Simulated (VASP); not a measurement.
Wanted: the native input for a VASP 6.6.1 run.

```yaml
Task: single point
Functional: PBE
Potentials_or_basis: VASP PAW PBE potentials, release 64 (Li_sv, Al, O)
Cutoff: 520 eV
k_mesh: 12 × 12 × 4
Occupations: gaussian, width 0.1 eV
Spin: no spin polarisation
Dipole_correction: no
Further_INCAR_settings: ALGO = Normal; EDIFF = 1e-06; NBANDS = 18
```

The structure of Li2AlO2 lies in POSCAR:

```
Li2AlO2
1.0
    2.8336467516      0.0000000000      0.0000000000
   -1.4168233758      2.4540100722      0.0000000000
    0.0000000000      0.0000000000      7.4710151375
Li Al O
2 1 2
Direct
    0.6666666667      0.3333333333      0.3211684544
    0.3333333333      0.6666666667      0.6788315456
    0.0000000000      0.0000000000      0.0000000000
    0.3333333333      0.6666666667      0.1374825410
    0.6666666667      0.3333333333      0.8625174590
```

One way to write it, as run:

INCAR

```
PREC = Accurate
ENCUT = 520
EDIFF = 1E-6
ISMEAR = 0
SIGMA = 0.1
LREAL = False
LASPH = True
NELM = 60
ALGO = Normal
ISIF = 2
LWAVE = False
LCHARG = False
GGA = PE
NBANDS = 18
```

KPOINTS

```
regular mesh
0
Gamma
  12 12 4
```

Potentials or basis: VASP PAW PBE potentials, release 64 (Li_sv, Al, O).

The run is started by

```sh
$ cat potpaw_PBE.64/Li_sv/POTCAR potpaw_PBE.64/Al/POTCAR potpaw_PBE.64/O/POTCAR > POTCAR
$ mpirun -np 1 vasp_std > vasp.out
```

Results of the run:

* Largest force: 0.008 eV/Å
* Band gap on the k mesh: zero (an odd number of electrons rules out a gap without spin polarisation)

Caveat: an odd number of electrons without spin polarisation forces a metal; a magnetic or distorted state may lie lower.

Run time: 110 s on 1 thread of Intel Xeon 8259CL, with other jobs on the host, peak memory 0.21 GiB.
